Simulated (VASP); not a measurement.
A run of VASP 6.6.1 is set up as follows.

File INCAR:

```
SYSTEM = WC
PREC = Accurate ; ENCUT = 520
EDIFF = 1E-6 ; ISMEAR = 0
SIGMA = 0.15 ; LREAL = .False.
LASPH = .True. ; NELM = 80
ALGO = Normal ; ISIF = 2
LWAVE = .False. ; LCHARG = .False.
GGA = PS ; NBANDS = 16
```

The input KPOINTS:

```
Automatic mesh
0
Gamma
  18 18 16
  0 0 0
```

The input POSCAR:

```
WC
1.0
    2.9005014360      0.0000000000      0.0000000000
   -1.4502507180      2.5119079273      0.0000000000
    0.0000000000      0.0000000000      2.8290000000
W C
1 1
Direct
   -0.0447866734     -0.0895733468      0.0000000000
    0.6666666667      0.3333333333      0.5000000000
```

Potentials or basis: VASP PAW PBE potentials, release 64 (W_sv, C).

Command:

```console
$ cat potpaw_PBE.64/W_sv/POTCAR potpaw_PBE.64/C/POTCAR > POTCAR
$ mpirun -np 1 vasp_std > vasp.out
```

What does it give for the pressure?

9.5 GPa.

Predict the band gap on the k mesh.

zero (bands 9 and 10 overlap by 1.33 eV).

Estimate the largest force.

4.017 eV/Å.

Forces on the atoms (eV/Å):
```
W    0.000  4.017  0.000
C    0.000 -4.017  0.000
```

Caveat: the cell differs from its parent crystal (atom 1 (W) moved by (-0.225, +0.000) A along y and z); the stress differs along the axes, from -3 to 16 GPa; the PAW data sets were made with another functional, which shifts forces and pressure a little; spin-orbit coupling is left out, which moves the levels of the heavy elements.
